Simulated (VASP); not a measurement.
# NaCl (Fm-3m) in VASP: further runs, part 2 of 2

VASP 6.6.1. Earlier steps stand in the parts before.

### Step 3. Single point, PBEsol (strain -0.040 along x and y, -0.040 along z)

Input file INCAR:

```
ALGO = Normal
EDIFF = 1E-6
ENCUT = 520
GGA = PS
ISIF = 2
ISMEAR = 0
LASPH = True
LCHARG = True
LELF = True
LREAL = False
LVHAR = True
LWAVE = False
NBANDS = 14
NELM = 60
PREC = Accurate
SIGMA = 0.05
```

Input file KPOINTS:

```
k-points
0
Gamma
  8 8 8
```

Input file POSCAR:

```
NaCl
1.0
    0.0000000000      2.7184800000      2.7184800000
    2.7184800000      0.0000000000      2.7184800000
    2.7184800000      2.7184800000      0.0000000000
Na Cl
1 1
Direct
    0.0000000000      0.0000000000      0.0000000000
    0.5000000000      0.5000000000      0.5000000000
```

Potentials or basis: VASP PAW PBE potentials, release 64 (Na_pv, Cl).

Started as:

```bash
$ cat potpaw_PBE.64/Na_pv/POTCAR potpaw_PBE.64/Cl/POTCAR > POTCAR
$ mpirun -np 1 vasp_std > vasp.out
```

OUTCAR:

```text
EDIFF = 1E-6
   ENCUT = 520
   GGA = PS
   ISIF = 2
   ISMEAR = 0
   LASPH = True
   LREAL = False
   NELM = 60
   PREC = Accurate

 ion  position               nearest neighbor table
   1  0.000  0.000  0.000-   2 2.72   2 2.72   2 2.72   2 2.72   2 2.72   2 2.72
   2  0.500  0.500  0.500-   1 2.72   1 2.72   1 2.72   1 2.72   1 2.72   1 2.72

  LATTYP: Found a face centered cubic cell.
 ALAT       =     5.4369600000

  Lattice vectors:

 A1 = (   0.0000000000,   2.7184800000,   2.7184800000)
 A2 = (   2.7184800000,   0.0000000000,   2.7184800000)
 A3 = (   2.7184800000,   2.7184800000,   0.0000000000)

Analysis of symmetry for initial positions (statically):
=====================================================================
 Subroutine PRICEL returns:
 Original cell was already a primitive cell.

 Routine SETGRP: Setting up the symmetry group for a
 face centered cubic supercell.

 Subroutine GETGRP returns: Found 48 space group operations
 (whereof 48 operations were pure point group operations)
 out of a pool of 48 trial point group operations.

The static configuration has the point symmetry O_h .

[... 167 lines left out ...]

 k-point     1 :       0.0000    0.0000    0.0000
  band No.  band energies     occupation
      1     -20.5711      2.00000
      2     -20.5711      2.00000
      3     -20.5711      2.00000
      4     -13.0252      2.00000
      5      -0.0998      2.00000
      6      -0.0998      2.00000
      7      -0.0998      2.00000
      8       5.2678      0.00000
      9      10.9845      0.00000
     10      10.9845      0.00000
     11      10.9845      0.00000
     12      13.3581      0.00000
     13      13.3581      0.00000
     14      14.9055      0.00000
[... 377 lines left out ...]
      1     -20.6121      2.00000
      2     -20.5846      2.00000
      3     -20.5782      2.00000
      4     -12.5052      2.00000
      5      -2.1124      2.00000
      6      -1.0493      2.00000
      7      -0.6165      2.00000
      8       8.3119      0.00000
      9       9.7467      0.00000
     10      10.5023      0.00000
     11      11.9164      0.00000
     12      14.6879      0.00000
     13      16.1484      0.00000
     14      17.1620      0.00000

 [... further k-points ...]
[... 5 lines left out ...]
  --------------------------------------------------------------------------------------
  -------------------------------------------------------------------------------------
  Total        0.7323535      0.7323535      0.7323535      0.0000000     -0.0000000     -0.0000000
  in kB       29.2026938     29.2026938     29.2026938      0.0000000     -0.0000000     -0.0000000
  external PRESSURE =      29.2026938 kB  Pullay stress =       0.0000000 kB

 VOLUME and BASIS-vectors are now :
 -----------------------------------------------------------------------------
  energy-cutoff  :      520.00
  volume of cell :       40.18
      direct lattice vectors                 reciprocal lattice vectors
     0.000000000  2.718480000  2.718480000    -0.183926312  0.183926312  0.183926312
     2.718480000  0.000000000  2.718480000     0.183926312 -0.183926312  0.183926312
     2.718480000  2.718480000  0.000000000     0.183926312  0.183926312 -0.183926312

 POSITION                                       TOTAL-FORCE (eV/Angst)
 -----------------------------------------------------------------------------------
      0.00000      0.00000      0.00000        -0.000000     -0.000000      0.000000
      2.71848      2.71848      2.71848         0.000000      0.000000      0.000000
 -----------------------------------------------------------------------------------
    total drift:                               -0.000000      0.000000      0.000000

  FREE ENERGIE OF THE ION-ELECTRON SYSTEM (eV)
  ---------------------------------------------------
  free  energy   TOTEN  =        -6.9653789532 eV

  energy  without entropy=       -6.9653789532  energy(sigma->0) =       -6.96537895
```

stdout:

```text
POSCAR found type information on POSCAR NaCl
 POSCAR found :  2 types and       2 ions
 scaLAPACK will be used
 -----------------------------------------------------------------------------
|                                                                             |
|                                                                             |
|     You enforced a specific xc type in the INCAR file but a different       |
|     I HOPE YOU KNOW WHAT YOU ARE DOING!                                     |
|                                                                             |
 -----------------------------------------------------------------------------

 LDA part: xc-table for (Slater+PW92), standard interpolation
 POSCAR, INCAR and KPOINTS ok, starting setup
 FFT: planning ... GRIDC
 FFT: planning ... GRID_SOFT
 FFT: planning ... GRID
 WAVECAR not read
 entering main loop
```

Wall time 17 s (1 thread of AMD EPYC 7R43 (Zen 3), shared host); peak memory 0.12 GiB.

Results:

```yaml
Free_energy: -6.9654 eV
Pressure: 2.9 GPa
Band_gap_on_the_k_mesh: 5.37 eV, direct
```

Caveat: the cell differs from its parent crystal (strain -0.040 along x and y, -0.040 along z); the PAW data sets were made with another functional, which shifts forces and pressure a little.

### Step 4. Single point, PBEsol (strain +0.040 along x and y, +0.040 along z)

Input file INCAR:

```
PREC = Accurate
ENCUT = 520
EDIFF = 1E-6
ISMEAR = 0
SIGMA = 0.05
LREAL = False
LASPH = True
NELM = 80
ALGO = Normal
ISIF = 2
LWAVE = False
LCHARG = True
GGA = PS
LELF = True
LVHAR = True
NBANDS = 14
```

Input file KPOINTS:

```
Automatic mesh
0
Gamma
  8 8 8
```

Input file POSCAR:

```
NaCl
1.0
    0.0000000000      2.9450200000      2.9450200000
    2.9450200000      0.0000000000      2.9450200000
    2.9450200000      2.9450200000      0.0000000000
Na Cl
1 1
Direct
    0.0000000000      0.0000000000      0.0000000000
    0.5000000000      0.5000000000      0.5000000000
```

Started as:

```bash
$ cat potpaw_PBE.64/Na_pv/POTCAR potpaw_PBE.64/Cl/POTCAR > POTCAR
$ mpirun -np 1 vasp_std > vasp.out
```

It took 19 s on 1 thread of AMD EPYC 7R43 (Zen 3), shared host; peak memory 0.13 GiB.

Results (log left out):

```
Free energy            : -6.9302 eV
Pressure               : -2.7 GPa
Band gap on the k mesh : 4.50 eV, direct
```

Levels at points of the mesh, in eV from the valence-band top:
```
           k point  band 5  band 6  band 7  band 8  band 9  band 10
(0.00, 0.00, 0.00)    0.00    0.00    0.00    4.50   10.84    10.84
(0.50, 0.00, 0.00)   -1.60   -0.20   -0.20    6.85    9.51    10.54
(0.50, 0.50, 0.00)   -1.38   -0.49   -0.49    7.07    7.97    10.27
```

Caveat: the cell differs from its parent crystal (strain +0.040 along x and y, +0.040 along z); the PAW data sets were made with another functional, which shifts forces and pressure a little. A k mesh can miss the band edges.

### Step 5. Summary

| cell | gap on the mesh (eV) | pressure (GPa) |
| --- | --- | --- |
| a = 3.684 Å, angles 60.0°, 2 atoms | 5.98 | 9.5 |
| a = 3.845 Å, angles 60.0°, 2 atoms | 5.37 | 2.9 |
| a = 4.165 Å, angles 60.0°, 2 atoms | 4.50 | -2.7 |

Alike in all rows: task single point; level PBEsol; potentials or basis VASP PAW PBE potentials, release 64 (Na_pv, Cl); no spin polarisation; k mesh 8 × 8 × 8; cutoff (eV) 520; smearing gaussian 0.05 eV.

Caveats: the PAW data sets were made with another functional, which shifts forces and pressure a little.

Total energies depend on the potentials used, so only differences within one code and one set of settings carry meaning.
